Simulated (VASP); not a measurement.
Wanted: the native input for a VASP 6.6.1 run.

| Property | Result |
| --- | --- |
| Task | single point |
| Functional | r2SCAN |
| Potentials or basis | VASP PAW PBE potentials, release 64 (Li_sv, H) |
| Cutoff | 520 eV |
| k mesh | 12 × 12 × 6 |
| Occupations | gaussian, width 0.01 eV |
| Spin | no spin polarisation |
| Dipole correction | no |
| Further INCAR settings | ALGO = Normal; EDIFF = 1e-06; NBANDS = 12 |

LiH:

```
CELL_PARAMETERS angstrom
3.25583 0.00000 0.00000
-1.62791 2.81963 0.00000
0.00000 0.00000 4.06844
ATOMIC_POSITIONS crystal
Li 0.33333 0.66667 0.93749
Li 0.66667 0.33333 0.43749
H 0.33333 0.66667 0.43751
H 0.66667 0.33333 0.93751
```

One way to write it, as run:

POSCAR

```
LiH
1.0
    3.2558279323      0.0000000000      0.0000000000
   -1.6279139661      2.8196296997      0.0000000000
    0.0000000000      0.0000000000      4.0684430705
Li H
2 2
Direct
    0.3333333333      0.6666666667     -0.0625093483
    0.6666666667      0.3333333333      0.4374906517
    0.3333333333      0.6666666667      0.4375093483
    0.6666666667      0.3333333333      0.9375093483
```

INCAR.step1

```
SYSTEM = LiH
PREC = Accurate
ENCUT = 520
ISMEAR = 0
SIGMA = 0.01
LREAL = .FALSE.
LASPH = .TRUE.
NELM = 60
NBANDS = 12
GGA = PE
ALGO = Normal
EDIFF = 1E-4
LWAVE = .TRUE.
LCHARG = .FALSE.
```

INCAR.step2

```
SYSTEM = LiH
PREC = Accurate
ENCUT = 520
EDIFF = 1E-6
ISMEAR = 0
SIGMA = 0.01
LREAL = .FALSE.
LASPH = .TRUE.
NELM = 60
ALGO = Normal
ISIF = 2
LWAVE = .FALSE.
LCHARG = .FALSE.
METAGGA = R2SCAN
LMIXTAU = .TRUE.
NBANDS = 12
ISTART = 1
```

KPOINTS

```
Automatic mesh
0
G
  12 12 6
  0 0 0
```

Potentials or basis: VASP PAW PBE potentials, release 64 (Li_sv, H).

The run is started by

```console
$ cat potpaw_PBE.64/Li_sv/POTCAR potpaw_PBE.64/H/POTCAR > POTCAR
$ cp INCAR.step1 INCAR
$ mpirun -np 1 vasp_std > vasp.out
$ cp INCAR.step2 INCAR
$ mpirun -np 1 vasp_std > vasp.out
```

Results of the run:

The largest force is 0.034 eV/Å. The band gap on the k mesh is 2.30 eV, indirect (least direct gap 3.61 eV).

Caveat: the PAW data sets were made with another functional, which shifts forces and pressure a little.

Run time: 62 s on 1 thread of AMD EPYC 9R45 96-Core Processor (Zen 5), on a shared host, peak memory 0.13 GiB.
